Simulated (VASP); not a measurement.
Zr:

```
Zr
1.0
    -1.82199    1.82199    1.82199
     1.82199   -1.82199    1.82199
     1.82199    1.82199   -1.82199
Zr
1
Direct
  0.00000 0.00000 0.00000
```

Base run:

- Program: VASP 6.6.1
- Functional: RPBE
- Potentials or basis: VASP PAW PBE potentials, release 64 (Zr_sv)
- Cutoff: 500 eV
- k mesh: 10 × 10 × 10
- Occupations: fermi-dirac, width 0.05 eV
- Spin: no spin polarisation

Its results: band gap on the k mesh zero (band 6 reaches 9.50 eV, above the bottom of band 7 at 7.69 eV); pressure -2.6 GPa.

Q: The run is repeated on the same cell with these changes: functional from RPBE to PBE; cutoff from 500 eV to 520 eV. What comes out?

A: Band gap on the k mesh zero (band 6 reaches 9.40 eV, above the bottom of band 7 at 7.60 eV); pressure -4.8 GPa.

PBE binds more tightly than RPBE, so the same cell stands under less pressure.

Caveats: the PAW data sets were made with another functional, which shifts forces and pressure a little (some runs).
